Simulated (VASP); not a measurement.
# CuI (Cmcm) in VASP: notebook

CuI is run at these levels: PBE; tasks: single point.

Everything below comes from runs of VASP 6.6.1. Logs are shortened: lines on timing, memory, paths and dates and some standing lists are left out, and cuts for length are marked.

### 1 The cell of the first run

It takes space group Cmcm (No. 63, orthorhombic). Conventional cell: a = 7.466 Å, b = 7.422 Å, c = 4.307 Å, α = 90.00°, β = 90.00°, γ = 90.00°. Within 3.2 Å of Cu (site symmetry m2m) lie 2 Cu at 2.46 Å and 3 I at 2.58 to 2.59 Å. I (site symmetry m2m) has 3 Cu at 2.58 to 2.59 Å within 3.4 Å.

### 2 Single point, PBE

INCAR reads:

```
PREC = Accurate ; ENCUT = 520
EDIFF = 1E-7 ; ISMEAR = -1
SIGMA = 0.02 ; LREAL = F
LASPH = T ; NELM = 100
ALGO = Normal ; ISIF = 2
LWAVE = F ; LCHARG = F
GGA = PE ; NBANDS = 26
```

KPOINTS reads:

```
regular mesh
0
Gamma
  5 5 6
```

POSCAR reads:

```
CuI
1.0
    3.7331675900     -3.7110863700      0.0000000000
    3.7331675900      3.7110863700      0.0000000000
    0.0000000000      0.0000000000      4.3069976700
Cu I
2 2
Direct
    0.4204388300      0.5795611700      0.7500000000
    0.5795611700      0.4204388300      0.2500000000
    0.7700426800      0.2299573200      0.7500000000
    0.2299573200      0.7700426800      0.2500000000
```

Potentials or basis: VASP PAW PBE potentials, release 64 (Cu, I).

Started as:

```bash
$ cat potpaw_PBE.64/Cu/POTCAR potpaw_PBE.64/I/POTCAR > POTCAR
$ mpirun -np 1 vasp_std > vasp.out
```

OUTCAR:

```text
PREC = Accurate
   ENCUT = 520
   EDIFF = 1E-7
   ISMEAR = -1
   LREAL = F
   LASPH = T
   NELM = 100
   ISIF = 2
   GGA = PE

 ion  position               nearest neighbor table
   1  0.420  0.580  0.750-   2 2.46   2 2.46   4 2.58   4 2.58   3 2.59
   2  0.580  0.420  0.250-   1 2.46   1 2.46   3 2.58   3 2.58   4 2.59
   3  0.770  0.230  0.750-   2 2.58   2 2.58   1 2.59
   4  0.230  0.770  0.250-   1 2.58   1 2.58   2 2.59

  LATTYP: Found a base centered orthorhombic cell.
 ALAT       =     7.4221727400
 B/A-ratio  =     1.0059500690
 C/A-ratio  =     0.5802879859

  Lattice vectors:

 A1 = (  -3.7331675900,  -3.7110863700,   0.0000000000)
 A2 = (   3.7331675900,  -3.7110863700,   0.0000000000)
 A3 = (   0.0000000000,   0.0000000000,   4.3069976700)

Analysis of symmetry for initial positions (statically):
=====================================================================
 Subroutine PRICEL returns:
 Original cell was already a primitive cell.

 Routine SETGRP: Setting up the symmetry group for a
 base centered orthorhombic supercell.

 Subroutine GETGRP returns: Found  8 space group operations
 (whereof  4 operations were pure point group operations)
 out of a pool of  8 trial point group operations.

The static configuration has the point symmetry C_2h.
 The point group associated with its full space group is D_2h.

Analysis of symmetry for dynamics (positions and initial velocities):
=====================================================================
 Subroutine PRICEL returns:
 Original cell was already a primitive cell.

 Routine SETGRP: Setting up the symmetry group for a
 base centered orthorhombic supercell.

 Subroutine GETGRP returns: Found  8 space group operations
 (whereof  4 operations were pure point group operations)
 out of a pool of  8 trial point group operations.

The dynamic configuration has the point symmetry C_2h.
 The point group associated with its full space group is D_2h.

 Subroutine INISYM returns: Found  8 space group operations
 (whereof  4 operations are pure point group operations),
 and found     1 'primitive' translations

----------------------------------------------------------------------------------------

                                     Primitive cell

  volume of cell :     119.3392

  direct lattice vectors                    reciprocal lattice vectors
     3.733167590 -3.711086370  0.000000000     0.133934518 -0.134731437  0.000000000
     3.733167590  3.711086370  0.000000000     0.133934518  0.134731437  0.000000000
     0.000000000  0.000000000  4.306997670     0.000000000  0.000000000  0.232180297

  length of vectors
     5.263905613  5.263905613  4.306997670     0.189976354  0.189976354  0.232180297

  position of ions in fractional coordinates (direct lattice)
     0.420438830  0.579561170  0.750000000
     0.579561170  0.420438830  0.250000000
     0.770042680  0.229957320  0.750000000
     0.229957320  0.770042680  0.250000000

  ion indices of the primitive-cell ions
   primitive index   ion index
                 1           1
                 2           2
                 3           3
                 4           4

----------------------------------------------------------------------------------------

 KPOINTS: regular mesh

Automatic generation of k-mesh.
 Grid dimensions read from file:
 generate k-points for:    5    5    6

 Generating k-lattice:

  Cartesian coordinates                     Fractional coordinates (reciprocal lattice)
     0.026786904 -0.026946287  0.000000000     0.200000000 -0.000000000  0.000000000
     0.026786904  0.026946287  0.000000000    -0.000000000  0.200000000  0.000000000
     0.000000000  0.000000000  0.038696716     0.000000000  0.000000000  0.166666667

  Length of vectors
     0.037995271  0.037995271  0.038696716

  Shift w.r.t. Gamma in fractional coordinates (k-lattice)
     0.000000000  0.000000000  0.000000000

 Subroutine IBZKPT returns following result:
 ===========================================

 Found     36 irreducible k-points:

 Following reciprocal coordinates:
            Coordinates               Weight
  0.000000  0.000000  0.000000      1.000000
  0.200000 -0.000000  0.000000      4.000000
  0.400000  0.000000  0.000000      4.000000
  0.200000  0.200000  0.000000      2.000000
  0.400000  0.200000  0.000000      4.000000
 -0.400000  0.200000  0.000000      4.000000
[... 16 lines left out ...]
  0.400000  0.200000  0.333333      8.000000
 -0.400000  0.200000  0.333333      8.000000
 [... further k-points ...]
   k-points           NKPTS =     36   k-points in BZ     NKDIM =     36   number of bands    NBANDS=     26
   number of dos      NEDOS =    301   number of ions     NIONS =      4
   total plane-waves  NPLWV =  51200
   dimension x,y,z NGX =    40 NGY =   40 NGZ =   32
   dimension x,y,z NGXF=    80 NGYF=   80 NGZF=   64
   ions per type =               2   2
   NGX,Y,Z   is equivalent  to a cutoff of  12.63, 12.63, 12.35 a.u.
   NGXF,Y,Z  is equivalent  to a cutoff of  25.27, 25.27, 24.70 a.u.
 SYSTEM =  unknown system
   PREC   = accura    normal or accurate (medium, high low for compatibility)
   ISTART =      0    job   : 0-new  1-cont  2-samecut
   ICHARG =      2    charge: 1-file 2-atom 10-const
   ISPIN  =      1    spin polarized calculation?
   LNONCOLLINEAR =      F non collinear calculations
   LSORBIT =      F    spin-orbit coupling
   LASPH  =      T    aspherical Exc in radial PAW
   ENCUT  =  520.0 eV  38.22 Ry    6.18 a.u.   9.79  9.79  8.01*2*pi/ulx,y,z
   NELM   =    100;   NELMIN=  2; NELMDL= -5     # of ELM steps
   EDIFF  = 0.1E-06   stopping-criterion for ELM
   LREAL  =      F    real-space projection
   EDIFFG = 0.1E-05   stopping-criterion for IOM
   NSW    =      0    number of steps for IOM
   IBRION =     -1    ionic relax: 0-MD 1-quasi-New 2-CG
   NFREE  =      0    steps in history (QN), initial steepest desc. (CG)
   ISIF   =      2    stress and relaxation
   ISYM   =      2    0-nonsym 1-usesym 2-fastsym
   POTIM  = 0.5000    time-step for ionic-motion
   TEBEG  =    0.0;   TEEND  =   0.0 temperature during run
   PSTRESS=    0.0 pullay stress
   NELECT =      36.0000    total number of electrons
   NUPDOWN=      -1.0000    fix difference up-down
   EMIN   =  10.00;   EMAX   =-10.00  energy-range for DOS
   EFERMI =   0.00;   METHOD = LEGACY
   ISMEAR =    -1;   SIGMA  =   0.02  broadening in eV -4-tet -1-fermi 0-gaus
   EFERMI_NEDOS =   21; number of points for ismear=-14 and -15
   IALGO  =     38    algorithm
   IMIX   =      4    mixing-type and parameters
     AMIX     =   0.40;   BMIX     =  1.00
     AMIX_MAG =   1.60;   BMIX_MAG =  1.00
  volume/ion in A,a.u.               =      29.83       201.34
  Fermi-wavevector in a.u.,A,eV,Ry     =   1.097947  2.074818 16.401647  1.205487
  Thomas-Fermi vector in A             =   2.234316
   LORBIT       =      0    0 simple, 1 ext, 2 COOP (PROOUT), +10 PAW based schemes
   GGA     = PE    functional components
   LHFCALC =     F    Hartree Fock is set to
   AEXX    =    0.0000 exact exchange contribution
   IVDW    =     0    specifies the selected vdW correction
   LEPSILON=     F    determine dielectric tensor
   LRPA    =     F    only Hartree local field effects (RPA)
 non-spin polarized calculation
  energy-cutoff  :      520.00
  volume of cell :      119.34
 maximum number of plane-waves:      3248
   NGX = 19   NGY = 19   NGZ = 17

 number of electron      35.9999983 magnetization

 Free energy of the ion-electron system (eV)
  ---------------------------------------------------
  ext. energy  EPLUGINS =         0.00000000
  ---------------------------------------------------
  free energy    TOTEN  =       -10.92439169 eV

  energy without entropy =      -10.92439169  energy(sigma->0) =      -10.92439169

 E-fermi :   4.2898     XC(G=0):  -8.5887

 val. band max:        3.8533146182   @ k =   0.0000   0.0000   0.0000
 cond. band min:       4.8892486386   @ k =   0.0000   0.0000   0.0000
 fundamental gap:      1.0359340205
 Fermi energy:         4.2897531518

 k-point     1 :       0.0000    0.0000    0.0000
  band No.  band energies     occupation
      1      -9.9975      2.00000
      2      -9.2574      2.00000
      3      -1.7031      2.00000
      4      -0.3749      2.00000
      5      -0.1569      2.00000
      6      -0.0837      2.00000
[... 18 lines left out ...]
     25      11.9758      0.00000
     26      12.3918      0.00000

 k-point     2 :       0.2000   -0.0000    0.0000
  band No.  band energies     occupation
      1      -9.9289      2.00000
      2      -9.3265      2.00000
      3      -1.6285      2.00000
      4      -0.5395      2.00000
      5      -0.2657      2.00000
      6      -0.0121      2.00000
[... 18 lines left out ...]
     25      11.8927      0.00000
     26      12.0151      0.00000

 k-point     3 :       0.4000    0.0000    0.0000
  band No.  band energies     occupation
      1      -9.7510      2.00000
      2      -9.5054      2.00000
      3      -1.4087      2.00000
      4      -0.9148      2.00000
      5      -0.3544      2.00000
      6       0.1977      2.00000
[... 18 lines left out ...]
     25      11.1511      0.00000
     26      11.2048      0.00000

 k-point     4 :       0.2000    0.2000    0.0000
  band No.  band energies     occupation
      1      -9.8951      2.00000
      2      -9.3448      2.00000
      3      -1.8866      2.00000
      4      -0.3652      2.00000
      5      -0.2231      2.00000
      6       0.0880      2.00000
[... 18 lines left out ...]
     25      10.8362      0.00000
     26      11.7973      0.00000
[... 496 lines left out ...]
      1      -9.6086      2.00000
      2      -9.3197      2.00000
      3      -1.6214      2.00000
      4      -1.1346      2.00000
      5      -0.6968      2.00000
      6      -0.2234      2.00000
[... 18 lines left out ...]
     25      10.6298      0.00000
     26      11.0088      0.00000

 k-point    23 :       0.4000    0.2000    0.3333
  band No.  band energies     occupation
      1      -9.5273      2.00000
      2      -9.3754      2.00000
      3      -1.7944      2.00000
      4      -1.1989      2.00000
      5      -0.5871      2.00000
      6      -0.1242      2.00000
[... 18 lines left out ...]
     25      10.8381      0.00000
     26      11.4106      0.00000

 k-point    24 :      -0.4000    0.2000    0.3333
  band No.  band energies     occupation
      1      -9.4829      2.00000
      2      -9.4210      2.00000
      3      -1.8714      2.00000
      4      -1.3142      2.00000
      5      -0.2938      2.00000
      6       0.0155      2.00000
[... 18 lines left out ...]
     25      11.4007      0.00000
     26      11.8979      0.00000

 [... further k-points ...]

------------------------ aborting loop because EDIFF is reached ----------------------------------------

  FORCE on cell =-STRESS in cart. coord.  units (eV):
  Direction    XX          YY          ZZ          XY          YZ          ZX
  --------------------------------------------------------------------------------------
  -------------------------------------------------------------------------------------
  Total        0.7077030      1.2561852      1.2884225      0.0000000      0.0000000      0.0000000
  in kB        9.5011995     16.8647958     17.2975942      0.0000000      0.0000000      0.0000000
  external PRESSURE =      14.5545298 kB  Pullay stress =       0.0000000 kB

 VOLUME and BASIS-vectors are now :
 -----------------------------------------------------------------------------
  energy-cutoff  :      520.00
  volume of cell :      119.34
      direct lattice vectors                 reciprocal lattice vectors
     3.733167590 -3.711086370  0.000000000     0.133934518 -0.134731437  0.000000000
     3.733167590  3.711086370  0.000000000     0.133934518  0.134731437  0.000000000
     0.000000000  0.000000000  4.306997670     0.000000000  0.000000000  0.232180297

 POSITION                                       TOTAL-FORCE (eV/Angst)
 -----------------------------------------------------------------------------------
      3.73317      0.59052      3.23025         0.000000      0.119080      0.000000
      3.73317     -0.59052      1.07675         0.000000     -0.119080     -0.000000
      3.73317     -2.00430      3.23025         0.000000     -0.145396     -0.000000
      3.73317      2.00430      1.07675         0.000000      0.145396     -0.000000
 -----------------------------------------------------------------------------------
    total drift:                                0.000000     -0.000000      0.000000

  FREE ENERGIE OF THE ION-ELECTRON SYSTEM (eV)
  ---------------------------------------------------
  free  energy   TOTEN  =       -10.9243916871 eV

  energy  without entropy=      -10.9243916871  energy(sigma->0) =      -10.92439169
```

It took 82 s on 1 thread of Intel Xeon Platinum 8488C (Sapphire Rapids), shared host; peak memory 0.27 GiB.

Results:

```yaml
Free_energy: -10.9244 eV
Pressure: 1.5 GPa
Largest_force: 0.145 eV/Å
Band_gap_on_the_k_mesh: 1.04 eV, direct
```

Forces on the atoms (eV/Å):
```
Cu   0.000  0.119  0.000
Cu   0.000 -0.119  0.000
I    0.000 -0.145  0.000
I    0.000  0.145  0.000
```

Caveat: spin-orbit coupling is left out, which moves the levels of the heavy elements. A k mesh can miss the band edges.

### 3 Single point, PBE (zz strain of -3 %)

INCAR reads:

```
ALGO = Normal
EDIFF = 1E-6
ENCUT = 520
GGA = PE
ISIF = 2
ISMEAR = -1
LASPH = True
LCHARG = False
LREAL = False
LWAVE = False
NBANDS = 26
NELM = 60
PREC = Accurate
SIGMA = 0.02
```

KPOINTS reads:

```
k-points
0
Gamma
  5 5 6
```

POSCAR: that of step 2 with these lines changed.

```diff
@@ -4,3 +4,3 @@
     3.7331675900      3.7110863700      0.0000000000
-    0.0000000000      0.0000000000      4.3069976700
+    0.0000000000      0.0000000000      4.1777877399
 Cu I
```

Potentials or basis: VASP PAW PBE potentials, release 64 (Cu, I).

Started as:

```bash
$ cat potpaw_PBE.64/Cu/POTCAR potpaw_PBE.64/I/POTCAR > POTCAR
$ mpirun -np 1 vasp_std > vasp.out
```

OUTCAR:

```text
EDIFF = 1E-6
   ENCUT = 520
   GGA = PE
   ISIF = 2
   ISMEAR = -1
   LASPH = True
   LREAL = False
   NELM = 60
   PREC = Accurate

 ion  position               nearest neighbor table
   1  0.420  0.580  0.750-   2 2.40   2 2.40   4 2.52   4 2.52   3 2.59
   2  0.580  0.420  0.250-   1 2.40   1 2.40   3 2.52   3 2.52   4 2.59
   3  0.770  0.230  0.750-   2 2.52   2 2.52   1 2.59
   4  0.230  0.770  0.250-   1 2.52   1 2.52   2 2.59

  LATTYP: Found a base centered orthorhombic cell.
 ALAT       =     7.4221727400
 B/A-ratio  =     1.0059500690
 C/A-ratio  =     0.5628793463

  Lattice vectors:

 A1 = (  -3.7331675900,  -3.7110863700,   0.0000000000)
 A2 = (   3.7331675900,  -3.7110863700,   0.0000000000)
 A3 = (   0.0000000000,   0.0000000000,   4.1777877399)

Analysis of symmetry for initial positions (statically):
=====================================================================
 Subroutine PRICEL returns:
 Original cell was already a primitive cell.

 Routine SETGRP: Setting up the symmetry group for a
 base centered orthorhombic supercell.
[... 169 lines left out ...]

  energy without entropy =      -10.84094958  energy(sigma->0) =      -10.84094958

 E-fermi :   4.6467     XC(G=0):  -8.7091

 val. band max:        4.2536163946   @ k =   0.0000   0.0000   0.0000
 cond. band min:       5.2510128822   @ k =   0.0000   0.0000   0.0000
 fundamental gap:      0.9973964876
 Fermi energy:         4.6467175123

 k-point     1 :       0.0000    0.0000    0.0000
  band No.  band energies     occupation
      1      -9.8692      2.00000
      2      -9.0823      2.00000
      3      -1.6351      2.00000
      4      -0.2933      2.00000
      5      -0.0066      2.00000
      6       0.0325      2.00000
[... 685 lines left out ...]
     25      11.7695      0.00000
     26      12.2226      0.00000

 [... further k-points ...]

------------------------ aborting loop because EDIFF is reached ----------------------------------------

  FORCE on cell =-STRESS in cart. coord.  units (eV):
  Direction    XX          YY          ZZ          XY          YZ          ZX
  --------------------------------------------------------------------------------------
  -------------------------------------------------------------------------------------
  Total        0.9067654      2.5838381      4.3349376      0.0000000     -0.0000000      0.0000000
  in kB       12.5501989     35.7619310     59.9982415      0.0000000     -0.0000000      0.0000000
  external PRESSURE =      36.1034571 kB  Pullay stress =       0.0000000 kB

 VOLUME and BASIS-vectors are now :
 -----------------------------------------------------------------------------
  energy-cutoff  :      520.00
  volume of cell :      115.76
      direct lattice vectors                 reciprocal lattice vectors
     3.733167590 -3.711086370  0.000000000     0.133934518 -0.134731437  0.000000000
     3.733167590  3.711086370  0.000000000     0.133934518  0.134731437  0.000000000
     0.000000000  0.000000000  4.177787740     0.000000000  0.000000000  0.239361131

 POSITION                                       TOTAL-FORCE (eV/Angst)
 -----------------------------------------------------------------------------------
      3.73317      0.59052      3.13334         0.000000      0.155323      0.000000
      3.73317     -0.59052      1.04445         0.000000     -0.155323     -0.000000
      3.73317     -2.00430      3.13334         0.000000     -0.431879      0.000000
      3.73317      2.00430      1.04445         0.000000      0.431879      0.000000
 -----------------------------------------------------------------------------------
    total drift:                                0.000000     -0.000000      0.000000

  FREE ENERGIE OF THE ION-ELECTRON SYSTEM (eV)
  ---------------------------------------------------
  free  energy   TOTEN  =       -10.8409495833 eV

  energy  without entropy=      -10.8409495833  energy(sigma->0) =      -10.84094958
```

It took 66 s on 1 thread of Intel Xeon Platinum 8488C (Sapphire Rapids), shared host; peak memory 0.27 GiB.

What came out:

| Quantity | Value |
| --- | --- |
| Free energy | -10.8409 eV |
| Pressure | 3.6 GPa |
| Largest force | 0.432 eV/Å |
| Band gap on the k mesh | 1.00 eV, direct |

Forces in eV/Å, atoms in the order of the input:
```
Cu   0.000  0.155  0.000
Cu   0.000 -0.155  0.000
I    0.000 -0.432  0.000
I    0.000  0.432  0.000
```

Caveat: the cell differs from its parent crystal (zz strain of -3 %); spin-orbit coupling is left out, which moves the levels of the heavy elements.

(Continued in part 2 of 2.)
